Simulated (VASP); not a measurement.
Hf:

```
CELL_PARAMETERS angstrom
-1.80500 1.80500 1.80500
1.80500 -1.80500 1.80500
1.80500 1.80500 -1.80500
ATOMIC_POSITIONS crystal
Hf 0.00000 0.00000 0.00000
```

| Item | Value |
| --- | --- |
| Program | VASP 6.6.1 |
| Task | relaxation of cell and atoms |
| Functional | PBE |
| Potentials or basis | VASP PAW PBE potentials, release 64 (Hf_pv) |
| Cutoff | 600 eV |
| k mesh | 10 × 10 × 10 |
| Occupations | fermi-dirac, width 0.05 eV |
| Spin | no spin polarisation |

At the start: pressure -5.2 GPa; volume 23.52 Å³/atom.

Problem. Where does the relaxation end?

Solution. Over 4 steps the energy falls by 21.8 meV/atom and the volume is 22.23 Å³/atom (-5.5 %); space group Im-3m (No. 229, to 0.05 Å).

The path:
```tsv
step	energy change (eV)	largest force (eV/Å)	pressure (GPa)	volume (Å³)
1	0.0000	0.0000	-5.18	23.52
2	0.0012	0.0000	6.29	21.03
3	-0.0218	0.0000	-0.12	22.25
4	-0.0218	0.0000	0.04	22.23
```

Final structure:
```yaml
crystal:
  lattice:
    - [-1.77123, 1.77123, 1.77123]
    - [1.77123, -1.77123, 1.77123]
    - [1.77123, 1.77123, -1.77123]
  atoms:
    - { symbol: Hf, position: [0.00000, 0.00000, 0.00000] }
```
